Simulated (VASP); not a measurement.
# Re (Fmmm) in VASP: a series of runs

The runs below take Re through single point, with r2SCAN.

Everything below comes from runs of VASP 6.6.1. Logs are shortened: lines on timing, memory, paths and dates and some standing lists are left out, and cuts for length are marked.

**1. The cell of the first run**

Symmetry: Fmmm, No. 69, orthorhombic system. Conventional cell: a = 3.891 Å, b = 3.950 Å, c = 4.009 Å, α = 90.00°, β = 90.00°, γ = 90.00°. Within 3.7 Å of Re (site symmetry mmm) lie 12 Re at 2.77 to 2.81 Å.

**2. Single point, r2SCAN (strain +0.0150 x Voigt [1, -1, 0, 0, 0, 0])**

File POSCAR:

```
Re
1.0
    0.0000000000      1.9453750000      1.9750000000
    2.0046250000      0.0000000000      1.9750000000
    2.0046250000      1.9453750000      0.0000000000
Re
1
Direct
    0.0000000000      0.0000000000      0.0000000000
```

File INCAR.step1:

```
SYSTEM = Re
  PREC = Accurate
  ENCUT = 520
  ISMEAR = 0
  SIGMA = 0.15
  LREAL = .FALSE.
  LASPH = .TRUE.
  NELM = 80
  NBANDS = 10
  GGA = PE
  ALGO = Normal
  EDIFF = 1E-4
  LWAVE = .TRUE.
  LCHARG = .FALSE.
```

File INCAR.step2:

```
SYSTEM = Re
  PREC = Accurate
  ENCUT = 520
  EDIFF = 1E-6
  ISMEAR = 0
  SIGMA = 0.15
  LREAL = .FALSE.
  LASPH = .TRUE.
  NELM = 80
  ALGO = Normal
  ISIF = 2
  LWAVE = .FALSE.
  LCHARG = .FALSE.
  METAGGA = R2SCAN
  LMIXTAU = .TRUE.
  NBANDS = 10
  ISTART = 1
```

File KPOINTS:

```
Automatic mesh
0
G
  20 20 20
  0 0 0
```

Potentials or basis: VASP PAW PBE potentials, release 64 (Re).

The run is started by

```console
> cat potpaw_PBE.64/Re/POTCAR > POTCAR
> cp INCAR.step1 INCAR
> mpirun -np 1 vasp_std > vasp.out
> cp INCAR.step2 INCAR
> mpirun -np 1 vasp_std > vasp.out
```

OUTCAR:

```text
SYSTEM = Re
   PREC = Accurate
   ENCUT = 520
   EDIFF = 1E-6
   ISMEAR = 0
   LREAL = .FALSE.
   LASPH = .TRUE.
   NELM = 80
   ISIF = 2
   METAGGA = R2SCAN
   ISTART = 1

 ion  position               nearest neighbor table
   1  0.000  0.000  0.000-

  LATTYP: Found a face centered orthorhombic cell.
 ALAT       =     3.8907500000
 B/A-ratio  =     1.0152284264
 C/A-ratio  =     1.0304568528

  Lattice vectors:

 A1 = (  -2.0046250000,   0.0000000000,  -1.9750000000)
 A2 = (  -2.0046250000,   1.9453750000,   0.0000000000)
 A3 = (   0.0000000000,   1.9453750000,  -1.9750000000)

Analysis of symmetry for initial positions (statically):
=====================================================================
 Subroutine PRICEL returns:
 Original cell was already a primitive cell.

 Routine SETGRP: Setting up the symmetry group for a
 face centered orthorhombic supercell.

 Subroutine GETGRP returns: Found  8 space group operations
 (whereof  8 operations were pure point group operations)
 out of a pool of  8 trial point group operations.

The static configuration has the point symmetry D_2h.

Analysis of symmetry for dynamics (positions and initial velocities):
=====================================================================
 Subroutine PRICEL returns:
 Original cell was already a primitive cell.

 Routine SETGRP: Setting up the symmetry group for a
 face centered orthorhombic supercell.

 Subroutine GETGRP returns: Found  8 space group operations
 (whereof  8 operations were pure point group operations)
 out of a pool of  8 trial point group operations.

The dynamic configuration has the point symmetry D_2h.

 Subroutine INISYM returns: Found  8 space group operations
 (whereof  8 operations are pure point group operations),
 and found     1 'primitive' translations

----------------------------------------------------------------------------------------

                                     Primitive cell

  volume of cell :      15.4040

  direct lattice vectors                    reciprocal lattice vectors
     0.000000000  1.945375000  1.975000000    -0.249423209  0.257019855  0.253164557
     2.004625000  0.000000000  1.975000000     0.249423209 -0.257019855  0.253164557
     2.004625000  1.945375000  0.000000000     0.249423209  0.257019855 -0.253164557

  length of vectors
     2.772202895  2.814097793  2.793385989     0.438592562  0.438592562  0.438592562

  position of ions in fractional coordinates (direct lattice)
     0.000000000  0.000000000  0.000000000

  ion indices of the primitive-cell ions
   primitive index   ion index
                 1           1

----------------------------------------------------------------------------------------

 KPOINTS: Automatic mesh

Automatic generation of k-mesh.
 Grid dimensions read from file:
 generate k-points for:   20   20   20

 Generating k-lattice:

  Cartesian coordinates                     Fractional coordinates (reciprocal lattice)
    -0.012471160  0.012850993  0.012658228     0.050000000  0.000000000  0.000000000
     0.012471160 -0.012850993  0.012658228     0.000000000  0.050000000  0.000000000
     0.012471160  0.012850993 -0.012658228     0.000000000  0.000000000  0.050000000

  Length of vectors
     0.021929628  0.021929628  0.021929628

  Shift w.r.t. Gamma in fractional coordinates (k-lattice)
     0.000000000  0.000000000  0.000000000

 Subroutine IBZKPT returns following result:
 ===========================================

 Found   1166 irreducible k-points:

 Following reciprocal coordinates:
            Coordinates               Weight
  0.000000  0.000000  0.000000      1.000000
  0.050000 -0.000000 -0.000000      8.000000
  0.100000 -0.000000 -0.000000      8.000000
  0.150000 -0.000000 -0.000000      8.000000
  0.200000 -0.000000 -0.000000      8.000000
  0.250000  0.000000 -0.000000      8.000000
[... 16 lines left out ...]
 -0.400000  0.050000  0.000000      8.000000
 -0.350000  0.050000  0.000000      8.000000
 [... further k-points ...]
   k-points           NKPTS =   1166   k-points in BZ     NKDIM =   1166   number of bands    NBANDS=     10
   number of dos      NEDOS =    301   number of ions     NIONS =      1
   total plane-waves  NPLWV =  13824
   dimension x,y,z NGX =    24 NGY =   24 NGZ =   24
   dimension x,y,z NGXF=    48 NGYF=   48 NGZF=   48
   ions per type =               1
   NGX,Y,Z   is equivalent  to a cutoff of  14.39, 14.18, 14.28 a.u.
   NGXF,Y,Z  is equivalent  to a cutoff of  28.79, 28.36, 28.57 a.u.
 SYSTEM =  Re
   PREC   = accura    normal or accurate (medium, high low for compatibility)
   ISTART =      1    job   : 0-new  1-cont  2-samecut
   ICHARG =      0    charge: 1-file 2-atom 10-const
   ISPIN  =      1    spin polarized calculation?
   LNONCOLLINEAR =      F non collinear calculations
   LSORBIT =      F    spin-orbit coupling
   LASPH  =      T    aspherical Exc in radial PAW
   ENCUT  =  520.0 eV  38.22 Ry    6.18 a.u.   5.15  5.23  5.19*2*pi/ulx,y,z
   NELM   =     80;   NELMIN=  2; NELMDL=  0     # of ELM steps
   EDIFF  = 0.1E-05   stopping-criterion for ELM
   LREAL  =      F    real-space projection
   EDIFFG = 0.1E-04   stopping-criterion for IOM
   NSW    =      0    number of steps for IOM
   IBRION =     -1    ionic relax: 0-MD 1-quasi-New 2-CG
   NFREE  =      0    steps in history (QN), initial steepest desc. (CG)
   ISIF   =      2    stress and relaxation
   ISYM   =      2    0-nonsym 1-usesym 2-fastsym
   POTIM  = 0.5000    time-step for ionic-motion
   TEBEG  =    0.0;   TEEND  =   0.0 temperature during run
   PSTRESS=    0.0 pullay stress
   NELECT =       7.0000    total number of electrons
   NUPDOWN=      -1.0000    fix difference up-down
   EMIN   =  10.00;   EMAX   =-10.00  energy-range for DOS
   EFERMI =   0.00;   METHOD = LEGACY
   ISMEAR =     0;   SIGMA  =   0.15  broadening in eV -4-tet -1-fermi 0-gaus
   EFERMI_NEDOS =   21; number of points for ismear=-14 and -15
   IALGO  =     38    algorithm
   IMIX   =      4    mixing-type and parameters
     AMIX     =   0.40;   BMIX     =  1.00
     AMIX_MAG =   1.60;   BMIX_MAG =  1.00
  volume/ion in A,a.u.               =      15.40       103.95
  Fermi-wavevector in a.u.,A,eV,Ry     =   1.258625  2.378456 21.553488  1.584137
  Thomas-Fermi vector in A             =   2.392225
   LORBIT       =      0    0 simple, 1 ext, 2 COOP (PROOUT), +10 PAW based schemes
   METAGGA = R2SCAN    functional components
   LHFCALC =     F    Hartree Fock is set to
   AEXX    =    0.0000 exact exchange contribution
   IVDW    =     0    specifies the selected vdW correction
   LEPSILON=     F    determine dielectric tensor
   LRPA    =     F    only Hartree local field effects (RPA)
 non-spin polarized calculation
 Gauss-broadening in eV      SIGMA  =   0.15
  energy-cutoff  :      520.00
  volume of cell :       15.40
 maximum number of plane-waves:       432
 NGX is ok and might be reduce to    24
   NGX = 11   NGY = 11   NGZ = 11

 number of electron       7.0000000 magnetization

 Free energy of the ion-electron system (eV)
  ---------------------------------------------------
  ext. energy  EPLUGINS =         0.00000000
  ---------------------------------------------------
  free energy    TOTEN  =       -52.35832642 eV

  energy without entropy =      -52.34928490  energy(sigma->0) =      -52.35380566

 E-fermi :   7.4500     XC(G=0): -14.7101

 val. band max:        7.4499062329   @ k =   0.3500   0.2000   0.1500
 cond. band min:       7.4501167348   @ k =   0.5000   0.0000  -0.0000
 fundamental gap:      0.0002105018
 Fermi energy:         7.4500243610

 k-point     1 :       0.0000    0.0000    0.0000
  band No.  band energies     occupation
      1      -2.8981      2.00000
      2       5.3006      2.00000
      3       5.5273      2.00000
      4       5.7469      2.00000
      5       8.4435      0.00000
      6       8.9529      0.00000
      7      21.8987      0.00000
      8      27.2027      0.00000
      9      27.7164      0.00000
     10      28.2702      0.00000

 k-point     2 :       0.0500   -0.0000   -0.0000
  band No.  band energies     occupation
      1      -2.7820      2.00000
      2       5.3015      2.00000
      3       5.5374      2.00000
      4       5.7636      2.00000
      5       8.4065      0.00000
      6       8.9042      0.00000
      7      22.1234      0.00000
      8      26.9242      0.00000
      9      27.7037      0.00000
     10      28.3017      0.00000

 k-point     3 :       0.1000   -0.0000   -0.0000
  band No.  band energies     occupation
      1      -2.4429      2.00000
      2       5.1831      2.00000
      3       5.6210      2.00000
      4       5.8760      2.00000
      5       8.3231      0.00000
      6       8.7831      0.00000
      7      22.7487      0.00000
      8      25.7701      0.00000
      9      28.2270      0.00000
     10      28.8598      0.00000

 k-point     4 :       0.1500   -0.0000   -0.0000
  band No.  band energies     occupation
      1      -1.9119      2.00000
      2       4.9381      2.00000
      3       5.7739      2.00000
      4       6.0564      2.00000
      5       8.2768      0.00000
      6       8.6651      0.00000
      7      23.5137      0.00000
      8      24.6137      0.00000
      9      29.1656      0.00000
     10      29.8193      0.00000

 k-point     5 :       0.2000   -0.0000   -0.0000
  band No.  band energies     occupation
      1      -1.2498      2.00000
      2       4.7124      2.00000
      3       5.8676      2.00000
      4       6.1966      2.00000
      5       8.3924      0.00000
      6       8.6705      0.00000
      7      22.9463      0.00000
      8      24.8992      0.00000
      9      30.4019      0.00000
     10      31.0695      0.00000

 k-point     6 :       0.2500    0.0000   -0.0000
  band No.  band energies     occupation
      1      -0.5616      2.00000
      2       4.6484      2.00000
      3       5.8234      2.00000
      4       6.2014      2.00000
      5       8.7525      0.00000
      6       8.9054      0.00000
      7      21.8285      0.00000
      8      25.3037      0.00000
      9      31.8028      0.00000
     10      32.3004      0.00000
[... 183 lines left out ...]
 k-point    21 :       0.5000    0.0500    0.0000
  band No.  band energies     occupation
      1       0.6350      2.00000
      2       5.1431      2.00000
      3       5.5846      2.00000
      4       7.1914      1.98526
      5      11.0662      0.00000
      6      11.3817      0.00000
      7      17.1934      0.00000
      8      21.6182      0.00000
      9      27.7452      0.00000
     10      28.1523      0.00000

 k-point    22 :      -0.4500    0.0500    0.0000
  band No.  band energies     occupation
      1       0.6345      2.00000
      2       5.1571      2.00000
      3       5.5996      2.00000
      4       7.0929      1.99924
      5      10.8805      0.00000
      6      11.4407      0.00000
      7      17.3389      0.00000
      8      21.6832      0.00000
      9      27.7238      0.00000
     10      28.3880      0.00000

 k-point    23 :      -0.4000    0.0500    0.0000
  band No.  band energies     occupation
      1       0.6150      2.00000
      2       5.2471      2.00000
      3       5.6915      2.00000
      4       6.4609      2.00000
      5      10.4174      0.00000
      6      11.1685      0.00000
      7      18.1966      0.00000
      8      22.1471      0.00000
      9      28.1885      0.00000
     10      29.3405      0.00000

 k-point    24 :      -0.3500    0.0500    0.0000
  band No.  band energies     occupation
      1       0.5199      2.00000
      2       5.4007      2.00000
      3       5.6289      2.00000
      4       5.8489      2.00000
      5       9.7911      0.00000
      6      10.6665      0.00000
      7      19.3557      0.00000
      8      23.0546      0.00000
      9      29.1157      0.00000
     10      30.8149      0.00000

 [... further k-points ...]

------------------------ aborting loop because EDIFF is reached ----------------------------------------

  FORCE on cell =-STRESS in cart. coord.  units (eV):
  Direction    XX          YY          ZZ          XY          YZ          ZX
  --------------------------------------------------------------------------------------
  -------------------------------------------------------------------------------------
  Total       -1.8763662     -1.1173391     -1.4771237      0.0000000     -0.0000000      0.0000000
  in kB     -195.1617061   -116.2149492   -153.6363185      0.0000000     -0.0000000      0.0000000
  external PRESSURE =    -155.0043246 kB  Pullay stress =       0.0000000 kB

 VOLUME and BASIS-vectors are now :
 -----------------------------------------------------------------------------
  energy-cutoff  :      520.00
  volume of cell :       15.40
      direct lattice vectors                 reciprocal lattice vectors
     0.000000000  1.945375000  1.975000000    -0.249423209  0.257019855  0.253164557
     2.004625000  0.000000000  1.975000000     0.249423209 -0.257019855  0.253164557
     2.004625000  1.945375000  0.000000000     0.249423209  0.257019855 -0.253164557

 POSITION                                       TOTAL-FORCE (eV/Angst)
 -----------------------------------------------------------------------------------
      0.00000      0.00000      0.00000         0.000000      0.000000      0.000000
 -----------------------------------------------------------------------------------
    total drift:                               -0.000000     -0.000000     -0.000000

  FREE ENERGIE OF THE ION-ELECTRON SYSTEM (eV)
  ---------------------------------------------------
  free  energy   TOTEN  =       -52.3583264183 eV

  energy  without entropy=      -52.3492848950  energy(sigma->0) =      -52.35380566
```

Wall time 3.6 min (1 thread of Intel Xeon 6975P-C (Granite Rapids), shared host); peak memory 0.31 GiB.

Results:

```
Free energy            : -52.3583 eV
Pressure               : -15.5 GPa
Band gap on the k mesh : zero (an odd number of electrons rules out a gap without spin polarisation)
```

Levels at points of the mesh, in eV from the Fermi level:
```csv
k point,band 1,band 2,band 3,band 4,band 5,band 6
"(0.00, 0.00, 0.00)",-10.35,-2.15,-1.92,-1.70,0.99,1.50
"(0.50, 0.00, 0.00)",-6.92,-2.27,-1.86,0.00,3.54,3.76
"(0.50, 0.50, 0.00)",-6.74,-5.93,2.59,3.63,4.10,4.53
"(0.50, 0.00, 0.50)",-6.72,-5.96,2.92,3.63,4.21,4.44
"(0.00, 0.50, 0.50)",-6.76,-5.92,2.27,3.68,4.20,4.41
```

Caveat: the cell differs from its parent crystal (strain +0.0150 x Voigt [1, -1, 0, 0, 0, 0]); the stress differs along the axes, from -20 to -12 GPa; the PAW data sets were made with another functional, which shifts forces and pressure a little; spin-orbit coupling is left out, which moves the levels of the heavy elements.

**3. Single point, r2SCAN (strain +0.0075 x Voigt [1, -1, 0, 0, 0, 0])**

File POSCAR:

```
Re
1.0
    0.0000000000      1.9601875000      1.9750000000
    1.9898125000      0.0000000000      1.9750000000
    1.9898125000      1.9601875000      0.0000000000
Re
1
Direct
    0.0000000000      0.0000000000      0.0000000000
```

File INCAR.step1:

```
ALGO = Normal
EDIFF = 1E-4
ENCUT = 520
GGA = PE
ISMEAR = 0
LASPH = True
LCHARG = False
LREAL = False
LWAVE = True
NBANDS = 10
NELM = 100
PREC = Accurate
SIGMA = 0.15
```

File INCAR.step2:

```
ALGO = Normal
EDIFF = 1E-7
ENCUT = 520
ISIF = 2
ISMEAR = 0
ISTART = 1
LASPH = True
LCHARG = False
LMIXTAU = True
LREAL = False
LWAVE = False
METAGGA = R2SCAN
NBANDS = 10
NELM = 100
PREC = Accurate
SIGMA = 0.15
```

File KPOINTS:

```
k-points
0
Gamma
  20 20 20
```

Potentials or basis: VASP PAW PBE potentials, release 64 (Re).

The run is started by

```console
> cat potpaw_PBE.64/Re/POTCAR > POTCAR
> cp INCAR.step1 INCAR
> mpirun -np 1 vasp_std > vasp.out
> cp INCAR.step2 INCAR
> mpirun -np 1 vasp_std > vasp.out
```

OUTCAR:

```text
EDIFF = 1E-7
   ENCUT = 520
   ISIF = 2
   ISMEAR = 0
   ISTART = 1
   LASPH = True
   LREAL = False
   METAGGA = R2SCAN
   NELM = 100
   PREC = Accurate

 ion  position               nearest neighbor table
   1  0.000  0.000  0.000-

  LATTYP: Found a face centered orthorhombic cell.
 ALAT       =     3.9203750000
 B/A-ratio  =     1.0075566751
 C/A-ratio  =     1.0151133501

  Lattice vectors:

 A1 = (  -1.9898125000,   0.0000000000,  -1.9750000000)
 A2 = (  -1.9898125000,   1.9601875000,   0.0000000000)
 A3 = (   0.0000000000,   1.9601875000,  -1.9750000000)

Analysis of symmetry for initial positions (statically):
=====================================================================
 Subroutine PRICEL returns:
 Original cell was already a primitive cell.

 Routine SETGRP: Setting up the symmetry group for a
 face centered orthorhombic supercell.

 Subroutine GETGRP returns: Found  8 space group operations
 (whereof  8 operations were pure point group operations)
 out of a pool of  8 trial point group operations.

The static configuration has the point symmetry D_2h.

Analysis of symmetry for dynamics (positions and initial velocities):
[... 167 lines left out ...]
      1      -2.8991      2.00000
      2       5.4073      2.00000
      3       5.5198      2.00000
      4       5.6305      2.00000
      5       8.5735      0.00000
      6       8.8284      0.00000
      7      21.8869      0.00000
      8      27.4562      0.00000
      9      27.7180      0.00000
     10      27.9897      0.00000
[... 287 lines left out ...]
 k-point    24 :      -0.3500    0.0500   -0.0000
  band No.  band energies     occupation
      1       0.5181      2.00000
      2       5.4906      2.00000
      3       5.6265      2.00000
      4       5.7502      2.00000
      5       9.7921      0.00000
      6      10.6622      0.00000
      7      19.3473      0.00000
      8      23.0616      0.00000
      9      29.1168      0.00000
     10      30.7853      0.00000

 [... further k-points ...]

------------------------ aborting loop because EDIFF is reached ----------------------------------------

  FORCE on cell =-STRESS in cart. coord.  units (eV):
  Direction    XX          YY          ZZ          XY          YZ          ZX
  --------------------------------------------------------------------------------------
  -------------------------------------------------------------------------------------
  Total       -1.6962191     -1.3134351     -1.4995706      0.0000000     -0.0000000      0.0000000
  in kB     -176.3947496   -136.5879356   -155.9447060      0.0000000     -0.0000000      0.0000000
  external PRESSURE =    -156.3091304 kB  Pullay stress =       0.0000000 kB

 VOLUME and BASIS-vectors are now :
 -----------------------------------------------------------------------------
  energy-cutoff  :      520.00
  volume of cell :       15.41
      direct lattice vectors                 reciprocal lattice vectors
     0.000000000  1.960187500  1.975000000    -0.251279957  0.255077639  0.253164557
     1.989812500  0.000000000  1.975000000     0.251279957 -0.255077639  0.253164557
     1.989812500  1.960187500  0.000000000     0.251279957  0.255077639 -0.253164557

 POSITION                                       TOTAL-FORCE (eV/Angst)
 -----------------------------------------------------------------------------------
      0.00000      0.00000      0.00000         0.000000      0.000000     -0.000000
 -----------------------------------------------------------------------------------
    total drift:                                0.000000      0.000000     -0.000000

  FREE ENERGIE OF THE ION-ELECTRON SYSTEM (eV)
  ---------------------------------------------------
  free  energy   TOTEN  =       -52.3623583536 eV

  energy  without entropy=      -52.3533650926  energy(sigma->0) =      -52.35786172
```

It took 4.7 min on 1 thread of Intel Xeon 6975P-C (Granite Rapids), shared host; peak memory 0.31 GiB.

Results:

```
Free energy            : -52.3624 eV
Pressure               : -15.6 GPa
Band gap on the k mesh : zero (an odd number of electrons rules out a gap without spin polarisation)
```

Stress tensor (GPa, compression positive):
```
-17.64   0.00   0.00
  0.00 -13.66   0.00
  0.00   0.00 -15.59
```

Caveat: the cell differs from its parent crystal (strain +0.0075 x Voigt [1, -1, 0, 0, 0, 0]); the cell stands under tension; the PAW data sets were made with another functional, which shifts forces and pressure a little; spin-orbit coupling is left out, which moves the levels of the heavy elements.
